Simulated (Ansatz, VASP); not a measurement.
# H: VASP beside Ansatz

```
H
1.0
    -1.69153    1.69153    2.05847
     1.69153   -1.69153    2.05847
     1.69153    1.69153   -2.05847
H
2
Direct
  0.09014 0.09014 0.00000
  0.90986 0.90986 0.00000
```

Alike in both runs: task single point; functional PBE-based screened hybrid; k mesh 6 × 6 × 6; occupations fermi-dirac, width 0.05 eV; no spin polarisation.

```csv
,VASP,Ansatz
version,VASP 6.6.1,Ansatz 0.2.0
potentials or method,"VASP PAW PBE potentials, release 64 (H)",Ansatz PAW
plane-wave cutoff (eV),520,420
valence electrons in the cell,2,2
```

VASP gave:

| Item | Value |
| --- | --- |
| gap on the k mesh at the Fermi level (eV) | 9.56 |
| least direct gap on the mesh (eV) | 10.39 |
| pressure (GPa) | 0.5 |
| traceless stress, the component that is largest in VASP (GPa) | 0.63 |
| rms of the force components (eV/Å) | 0.110 |

Question: Estimate Ansatz's values.

Answer: gap on the k mesh at the Fermi level (eV): 9.57; least direct gap on the mesh (eV): 10.40; pressure (GPa): 0.7; traceless stress, the component that is largest in VASP (GPa): 0.70; rms of the force components (eV/Å): 0.115.

VASP's potentials were made for PBE, not for PBE-based screened hybrid. Atom by atom the forces differ by 0.005 eV/Å (rms over components).

The k mesh is coarse, so the values compare programs but aren't converged.
